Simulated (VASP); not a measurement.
# HfO2 (Fm-3m) in VASP: a series of runs

The runs below take HfO2 through single point, with PBE.

All numbers are computed with VASP 6.6.1; they aren't measurements. Logs are shortened: lines on timing, memory, paths and dates and some standing lists are left out, and cuts for length are marked.

### Step 1. The cell of the first run

The structure is cubic, space group Fm-3m (No. 225). The conventional cell has a = 5.034 Å, b = 5.034 Å, c = 5.034 Å, α = 90.00°, β = 90.00°, γ = 90.00°. Within 2.9 Å of Hf (site symmetry m-3m) lie 8 O at 2.18 Å. O (site symmetry -43m) has 4 Hf at 2.18 Å and 6 O at 2.52 Å within 2.9 Å.

### Step 2. Single point, PBE

File INCAR:

```
ALGO = Normal ; EDIFF = 1E-6
ENCUT = 520 ; GGA = PE
ISIF = 2 ; ISMEAR = -1
LASPH = True ; LCHARG = False
LREAL = False ; LWAVE = False
NBANDS = 18 ; NELM = 80
PREC = Accurate ; SIGMA = 0.05
```

File KPOINTS:

```
k-points
0
Gamma
  9 9 9
```

File POSCAR:

```
HfO2
1.0
    0.0000000000      2.5170860887      2.5170860887
    2.5170860887      0.0000000000      2.5170860887
    2.5170860887      2.5170860887      0.0000000000
Hf O
1 2
Direct
    0.0000000000      0.0000000000      0.0000000000
    0.7500000000      0.7500000000      0.7500000000
    0.2500000000      0.2500000000      0.2500000000
```

Potentials or basis: VASP PAW PBE potentials, release 64 (Hf_pv, O).

Started as:

```bash
> cat potpaw_PBE.64/Hf_pv/POTCAR potpaw_PBE.64/O/POTCAR > POTCAR
> mpirun -np 1 vasp_std > vasp.out
```

OUTCAR:

```text
EDIFF = 1E-6
   ENCUT = 520
   GGA = PE
   ISIF = 2
   ISMEAR = -1
   LASPH = True
   LREAL = False
   NELM = 80
   PREC = Accurate

 ion  position               nearest neighbor table
   1  0.000  0.000  0.000-   2 2.18   2 2.18   2 2.18   2 2.18   3 2.18   3 2.18   3 2.18   3 2.18

   2  0.750  0.750  0.750-   1 2.18   1 2.18   1 2.18   1 2.18
   3  0.250  0.250  0.250-   1 2.18   1 2.18   1 2.18   1 2.18

  LATTYP: Found a face centered cubic cell.
 ALAT       =     5.0341721774

  Lattice vectors:

 A1 = (   0.0000000000,   2.5170860887,   2.5170860887)
 A2 = (   2.5170860887,   0.0000000000,   2.5170860887)
 A3 = (   2.5170860887,   2.5170860887,   0.0000000000)

Analysis of symmetry for initial positions (statically):
=====================================================================
 Subroutine PRICEL returns:
 Original cell was already a primitive cell.

 Routine SETGRP: Setting up the symmetry group for a
 face centered cubic supercell.

 Subroutine GETGRP returns: Found 48 space group operations
 (whereof 48 operations were pure point group operations)
 out of a pool of 48 trial point group operations.

The static configuration has the point symmetry O_h .

Analysis of symmetry for dynamics (positions and initial velocities):
=====================================================================
 Subroutine PRICEL returns:
 Original cell was already a primitive cell.

 Routine SETGRP: Setting up the symmetry group for a
 face centered cubic supercell.

 Subroutine GETGRP returns: Found 48 space group operations
 (whereof 48 operations were pure point group operations)
 out of a pool of 48 trial point group operations.

The dynamic configuration has the point symmetry O_h .

 Subroutine INISYM returns: Found 48 space group operations
 (whereof 48 operations are pure point group operations),
 and found     1 'primitive' translations

----------------------------------------------------------------------------------------

                                     Primitive cell

  volume of cell :      31.8951

  direct lattice vectors                    reciprocal lattice vectors
     0.000000000  2.517086089  2.517086089    -0.198642391  0.198642391  0.198642391
     2.517086089  0.000000000  2.517086089     0.198642391 -0.198642391  0.198642391
     2.517086089  2.517086089  0.000000000     0.198642391  0.198642391 -0.198642391

  length of vectors
     3.559697284  3.559697284  3.559697284     0.344058714  0.344058714  0.344058714

  position of ions in fractional coordinates (direct lattice)
     0.000000000  0.000000000  0.000000000
     0.750000000  0.750000000  0.750000000
     0.250000000  0.250000000  0.250000000

  ion indices of the primitive-cell ions
   primitive index   ion index
                 1           1
                 2           2
                 3           3

----------------------------------------------------------------------------------------

 KPOINTS: k-points

Automatic generation of k-mesh.
 Grid dimensions read from file:
 generate k-points for:    9    9    9

 Generating k-lattice:

  Cartesian coordinates                     Fractional coordinates (reciprocal lattice)
    -0.022071377  0.022071377  0.022071377     0.111111111  0.000000000  0.000000000
     0.022071377 -0.022071377  0.022071377     0.000000000  0.111111111  0.000000000
     0.022071377  0.022071377 -0.022071377     0.000000000  0.000000000  0.111111111

  Length of vectors
     0.038228746  0.038228746  0.038228746

  Shift w.r.t. Gamma in fractional coordinates (k-lattice)
     0.000000000  0.000000000  0.000000000

 Subroutine IBZKPT returns following result:
 ===========================================

 Found     35 irreducible k-points:

 Following reciprocal coordinates:
            Coordinates               Weight
  0.000000  0.000000  0.000000      1.000000
  0.111111  0.000000  0.000000      8.000000
  0.222222  0.000000  0.000000      8.000000
  0.333333  0.000000  0.000000      8.000000
  0.444444  0.000000  0.000000      8.000000
  0.111111  0.111111  0.000000      6.000000
[... 16 lines left out ...]
 -0.333333  0.333333  0.000000     12.000000
  0.444444  0.444444  0.000000      6.000000
 [... further k-points ...]
   k-points           NKPTS =     35   k-points in BZ     NKDIM =     35   number of bands    NBANDS=     18
   number of dos      NEDOS =    301   number of ions     NIONS =      3
   total plane-waves  NPLWV =  21952
   dimension x,y,z NGX =    28 NGY =   28 NGZ =   28
   dimension x,y,z NGXF=    56 NGYF=   56 NGZF=   56
   ions per type =               1   2
   NGX,Y,Z   is equivalent  to a cutoff of  13.08, 13.08, 13.08 a.u.
   NGXF,Y,Z  is equivalent  to a cutoff of  26.15, 26.15, 26.15 a.u.
 SYSTEM =  unknown system
   PREC   = accura    normal or accurate (medium, high low for compatibility)
   ISTART =      0    job   : 0-new  1-cont  2-samecut
   ICHARG =      2    charge: 1-file 2-atom 10-const
   ISPIN  =      1    spin polarized calculation?
   LNONCOLLINEAR =      F non collinear calculations
   LSORBIT =      F    spin-orbit coupling
   LASPH  =      T    aspherical Exc in radial PAW
   ENCUT  =  520.0 eV  38.22 Ry    6.18 a.u.   6.62  6.62  6.62*2*pi/ulx,y,z
   NELM   =     80;   NELMIN=  2; NELMDL= -5     # of ELM steps
   EDIFF  = 0.1E-05   stopping-criterion for ELM
   LREAL  =      F    real-space projection
[... 7 lines left out ...]
   TEBEG  =    0.0;   TEEND  =   0.0 temperature during run
   PSTRESS=    0.0 pullay stress
   NELECT =      22.0000    total number of electrons
   NUPDOWN=      -1.0000    fix difference up-down
   EMIN   =  10.00;   EMAX   =-10.00  energy-range for DOS
   EFERMI =   0.00;   METHOD = LEGACY
   ISMEAR =    -1;   SIGMA  =   0.05  broadening in eV -4-tet -1-fermi 0-gaus
   EFERMI_NEDOS =   21; number of points for ismear=-14 and -15
   IALGO  =     38    algorithm
   IMIX   =      4    mixing-type and parameters
     AMIX     =   0.40;   BMIX     =  1.00
     AMIX_MAG =   1.60;   BMIX_MAG =  1.00
  volume/ion in A,a.u.               =      10.63        71.75
  Fermi-wavevector in a.u.,A,eV,Ry     =   1.446464  2.733421 28.466903  2.092258
  Thomas-Fermi vector in A             =   2.564530
   LORBIT       =      0    0 simple, 1 ext, 2 COOP (PROOUT), +10 PAW based schemes
   GGA     = PE    functional components
   LHFCALC =     F    Hartree Fock is set to
   AEXX    =    0.0000 exact exchange contribution
   IVDW    =     0    specifies the selected vdW correction
   LEPSILON=     F    determine dielectric tensor
   LRPA    =     F    only Hartree local field effects (RPA)
 non-spin polarized calculation
  energy-cutoff  :      520.00
  volume of cell :       31.90
 maximum number of plane-waves:       889
   NGX = 13   NGY = 13   NGZ = 13

 number of electron      21.9999994 magnetization

 Free energy of the ion-electron system (eV)
  ---------------------------------------------------
  ext. energy  EPLUGINS =         0.00000000
  ---------------------------------------------------
  free energy    TOTEN  =       -30.23373446 eV

  energy without entropy =      -30.23373446  energy(sigma->0) =      -30.23373446

 E-fermi :   5.4081     XC(G=0): -11.9530

 val. band max:        4.4097433712   @ k =  -0.4444   0.4444   0.0000
 cond. band min:       8.3837398573   @ k =   0.4444   0.4444   0.0000
 fundamental gap:      3.9739964861
 Fermi energy:         5.4081031380

 k-point     1 :       0.0000    0.0000    0.0000
  band No.  band energies     occupation
      1     -25.1262      2.00000
      2     -25.1262      2.00000
      3     -25.1262      2.00000
      4     -14.4033      2.00000
      5     -11.2629      2.00000
      6      -1.0117      2.00000
[... 10 lines left out ...]
     17      15.1565      0.00000
     18      18.1012      0.00000

 k-point     2 :       0.1111    0.0000    0.0000
  band No.  band energies     occupation
      1     -25.1863      2.00000
      2     -25.1326      2.00000
      3     -25.1326      2.00000
      4     -14.2280      2.00000
      5     -11.4069      2.00000
      6      -0.8884      2.00000
[... 10 lines left out ...]
     17      14.9305      0.00000
     18      18.0645      0.00000

 k-point     3 :       0.2222    0.0000    0.0000
  band No.  band energies     occupation
      1     -25.3331      2.00000
      2     -25.1489      2.00000
      3     -25.1489      2.00000
      4     -13.7911      2.00000
      5     -11.7198      2.00000
      6      -0.5701      2.00000
[... 10 lines left out ...]
     17      14.4834      0.00000
     18      17.5771      0.00000

 k-point     4 :       0.3333    0.0000    0.0000
  band No.  band energies     occupation
      1     -25.4914      2.00000
      2     -25.1673      2.00000
      3     -25.1673      2.00000
      4     -13.3473      2.00000
      5     -11.9515      2.00000
      6      -0.2070      2.00000
[... 10 lines left out ...]
     17      14.2364      0.00000
     18      16.9059      0.00000

 k-point     5 :       0.4444    0.0000    0.0000
  band No.  band energies     occupation
      1     -25.5903      2.00000
      2     -25.1792      2.00000
      3     -25.1792      2.00000
      4     -13.1545      2.00000
      5     -11.9664      2.00000
      6       0.0166      2.00000
[... 10 lines left out ...]
     17      14.0811      0.00000
     18      17.2204      0.00000

 k-point     6 :       0.1111    0.1111    0.0000
  band No.  band energies     occupation
      1     -25.1915      2.00000
      2     -25.1422      2.00000
      3     -25.1422      2.00000
      4     -14.1668      2.00000
      5     -11.4558      2.00000
      6      -0.8712      2.00000
[... 10 lines left out ...]
     17      14.8876      0.00000
     18      18.0465      0.00000

 k-point     7 :       0.2222    0.1111    0.0000
  band No.  band energies     occupation
      1     -25.3004      2.00000
      2     -25.1608      2.00000
      3     -25.1582      2.00000
      4     -13.8066      2.00000
      5     -11.7150      2.00000
      6      -0.6352      2.00000
[... 10 lines left out ...]
     17      14.5870      0.00000
     18      17.8913      0.00000

 k-point     8 :       0.3333    0.1111    0.0000
  band No.  band energies     occupation
      1     -25.4451      2.00000
      2     -25.1837      2.00000
      3     -25.1797      2.00000
      4     -13.3413      2.00000
      5     -11.9810      2.00000
      6      -0.2916      2.00000
[... 10 lines left out ...]
     17      14.5709      0.00000
     18      17.3682      0.00000
[... 229 lines left out ...]
     17      15.1487      0.00000
     18      17.7322      0.00000

 k-point    20 :       0.3333    0.3333    0.0000
  band No.  band energies     occupation
      1     -25.5153      2.00000
      2     -25.2279      2.00000
      3     -25.2279      2.00000
      4     -12.7665      2.00000
      5     -12.3231      2.00000
      6      -0.9581      2.00000
[... 10 lines left out ...]
     17      14.2539      0.00000
     18      18.0490      0.00000

 k-point    21 :       0.4444    0.3333    0.0000
  band No.  band energies     occupation
      1     -25.5660      2.00000
      2     -25.2684      2.00000
      3     -25.2411      2.00000
      4     -12.4958      2.00000
      5     -12.4034      2.00000
      6      -1.4715      2.00000
[... 10 lines left out ...]
     17      15.7192      0.00000
     18      18.0544      0.00000

 k-point    22 :      -0.4444    0.3333    0.0000
  band No.  band energies     occupation
      1     -25.5498      2.00000
      2     -25.3468      2.00000
      3     -25.2373      2.00000
      4     -12.5377      2.00000
      5     -12.2435      2.00000
      6      -1.4769      2.00000
[... 10 lines left out ...]
     17      16.8847      0.00000
     18      18.0363      0.00000

 k-point    23 :      -0.3333    0.3333    0.0000
  band No.  band energies     occupation
      1     -25.4656      2.00000
      2     -25.4335      2.00000
      3     -25.2181      2.00000
      4     -12.5620      2.00000
      5     -12.2560      2.00000
      6      -1.0516      2.00000
[... 10 lines left out ...]
     17      16.6187      0.00000
     18      18.0006      0.00000

 k-point    24 :       0.4444    0.4444    0.0000
  band No.  band energies     occupation
      1     -25.6178      2.00000
      2     -25.2574      2.00000
      3     -25.2574      2.00000
      4     -12.5757      2.00000
      5     -12.2032      2.00000
      6      -2.0026      2.00000
[... 10 lines left out ...]
     17      16.7409      0.00000
     18      18.0619      0.00000

 [... further k-points ...]

------------------------ aborting loop because EDIFF is reached ----------------------------------------

  FORCE on cell =-STRESS in cart. coord.  units (eV):
  Direction    XX          YY          ZZ          XY          YZ          ZX
  --------------------------------------------------------------------------------------
  -------------------------------------------------------------------------------------
  Total        1.1980718      1.1980718      1.1980718      0.0000000      0.0000000      0.0000000
  in kB       60.1823613     60.1823613     60.1823613      0.0000000      0.0000000      0.0000000
  external PRESSURE =      60.1823613 kB  Pullay stress =       0.0000000 kB

 VOLUME and BASIS-vectors are now :
 -----------------------------------------------------------------------------
  energy-cutoff  :      520.00
  volume of cell :       31.90
      direct lattice vectors                 reciprocal lattice vectors
     0.000000000  2.517086089  2.517086089    -0.198642391  0.198642391  0.198642391
     2.517086089  0.000000000  2.517086089     0.198642391 -0.198642391  0.198642391
     2.517086089  2.517086089  0.000000000     0.198642391  0.198642391 -0.198642391

 POSITION                                       TOTAL-FORCE (eV/Angst)
 -----------------------------------------------------------------------------------
      0.00000      0.00000      0.00000        -0.000000     -0.000000     -0.000000
      3.77563      3.77563      3.77563        -0.000000     -0.000000     -0.000000
      1.25854      1.25854      1.25854         0.000000      0.000000      0.000000
 -----------------------------------------------------------------------------------
    total drift:                                0.000000      0.000000      0.000000

  FREE ENERGIE OF THE ION-ELECTRON SYSTEM (eV)
  ---------------------------------------------------
  free  energy   TOTEN  =       -30.2337344569 eV

  energy  without entropy=      -30.2337344568  energy(sigma->0) =      -30.23373446
```

It took 41 s on 1 thread of Intel Xeon 8259CL, shared host; peak memory 0.17 GiB.

Results:

* Free energy: -30.2337 eV
* Pressure: 6.0 GPa
* Band gap on the k mesh: 3.97 eV (least direct gap 4.09 eV)

Levels at points of the mesh, in eV from the valence-band top:
| k point | band 8 | band 9 | band 10 | band 11 | band 12 | band 13 | band 14 | band 15 |
| --- | --- | --- | --- | --- | --- | --- | --- | --- |
| (0.00, 0.00, 0.00) | -5.42 | -0.56 | -0.56 | -0.56 | 3.99 | 3.99 | 6.06 | 10.75 |

Caveat: the cell stands under pressure; spin-orbit coupling is left out, which moves the levels of the heavy elements; an odd mesh through Γ misses points on the zone boundary, where band edges can lie.

### Step 3. Single point, PBE

This run uses another cell than the first one, of 11.04 Å³/atom.

File INCAR:

```
PREC     = Accurate       # precision mode
ENCUT    = 520            # plane-wave cutoff, eV
EDIFF    = 1E-6           # SCF threshold, eV
ISMEAR   = -1             # smearing method
SIGMA    = 0.05           # smearing width, eV
LREAL    = F              # projectors in reciprocal space
LASPH    = T              # aspherical terms in the spheres
NELM     = 100            # most SCF steps
ALGO     = Normal         # electronic algorithm
ISIF     = 2              # what is computed and relaxed
LWAVE    = F              # write WAVECAR
LCHARG   = T              # write CHGCAR
GGA      = PE             # functional
LELF     = T              # ELF
LVHAR    = T            
NBANDS   = 18             # bands
```

File KPOINTS:

```
Automatic mesh
0
Gamma
  9 9 9
```

File POSCAR:

```
HfO2
1.0
    0.0000000000      2.5488082298      2.5488082298
    2.5488082298      0.0000000000      2.5488082298
    2.5488082298      2.5488082298      0.0000000000
Hf O
1 2
Direct
    0.0000000000      0.0000000000      0.0000000000
    0.7500000000      0.7500000000      0.7500000000
    0.2500000000      0.2500000000      0.2500000000
```

Potentials or basis: VASP PAW PBE potentials, release 64 (Hf_pv, O).

Started as:

```bash
> cat potpaw_PBE.64/Hf_pv/POTCAR potpaw_PBE.64/O/POTCAR > POTCAR
> mpirun -np 1 vasp_std > vasp.out
```

Run time: 48 s. Hardware: 1 thread of Intel Xeon 8259CL, shared host; peak memory 0.17 GiB.

It converged, with:

* Free energy: -30.2434 eV
* Pressure: -3.6 GPa
* Band gap on the k mesh: 3.87 eV (least direct gap 3.98 eV)

Levels at points of the mesh, in eV from the valence-band top:
```
           k point  band 7  band 8  band 9  band 10  band 11  band 12  band 13  band 14  band 15  band 16
(0.00, 0.00, 0.00)   -5.19   -5.19   -0.55    -0.55    -0.55     3.89     3.89     5.76    10.27    10.27
```

Caveat: the cell stands under tension; spin-orbit coupling is left out, which moves the levels of the heavy elements; an odd mesh through Γ misses points on the zone boundary, where band edges can lie.

### Step 4. Single point, PBE

This run uses another cell than the first one, of 10.95 Å³/atom.

File INCAR:

```
SYSTEM = HfO2
  PREC = Accurate
  ENCUT = 520
  EDIFF = 1E-6
  ISMEAR = -1
  SIGMA = 0.05
  LREAL = .FALSE.
  LASPH = .TRUE.
  NELM = 100
  ALGO = Normal
  ISIF = 2
  LWAVE = .FALSE.
  LCHARG = .FALSE.
  GGA = PE
  NBANDS = 18
```

File KPOINTS:

```
regular mesh
0
G
  9 9 9
  0 0 0
```

File POSCAR:

```
HfO2
1.0
    0.0000000000      2.5420310091      2.5420310091
    2.5420310091      0.0000000000      2.5420310091
    2.5420310091      2.5420310091      0.0000000000
Hf O
1 2
Direct
    0.0000000000      0.0000000000      0.0000000000
    0.7500000000      0.7500000000      0.7500000000
    0.2500000000      0.2500000000      0.2500000000
```

Started as:

```bash
> cat potpaw_PBE.64/Hf_pv/POTCAR potpaw_PBE.64/O/POTCAR > POTCAR
> mpirun -np 1 vasp_std > vasp.out
```

Run time: 45 s. Hardware: 1 thread of Intel Xeon 8259CL, shared host; peak memory 0.17 GiB.

The run converged. Its results:

```
Free energy            : -30.2474 eV
Pressure               : -1.7 GPa
Band gap on the k mesh : 3.89 eV (least direct gap 4.00 eV)
```

Levels at points of the mesh, in eV from the valence-band top:
```tsv
k point	band 8	band 9	band 10	band 11	band 12	band 13	band 14	band 15
(0.00, 0.00, 0.00)	-5.24	-0.55	-0.55	-0.55	3.91	3.91	5.82	10.37
```

Caveat: spin-orbit coupling is left out, which moves the levels of the heavy elements; an odd mesh through Γ misses points on the zone boundary, where band edges can lie.

### Step 5. Summary

| cell | gap on the mesh (eV) | pressure (GPa) |
| --- | --- | --- |
| a = 3.560 Å, angles 60.0°, 3 atoms | 3.97 | 6.0 |
| a = 3.605 Å, angles 60.0°, 3 atoms | 3.87 | -3.6 |
| a = 3.595 Å, angles 60.0°, 3 atoms | 3.89 | -1.7 |

Alike in all rows: task single point; level PBE; potentials or basis VASP PAW PBE potentials, release 64 (Hf_pv, O); no spin polarisation; k mesh 9 × 9 × 9; cutoff (eV) 520; smearing fermi-dirac 0.05 eV.

Caveats: spin-orbit coupling is left out, which moves the levels of the heavy elements; an odd mesh through Γ misses points on the zone boundary, where band edges can lie; the cell stands under pressure (at least some runs); the cell stands under tension (at least some runs).

Absolute energies hang on the potentials; compare differences alone.
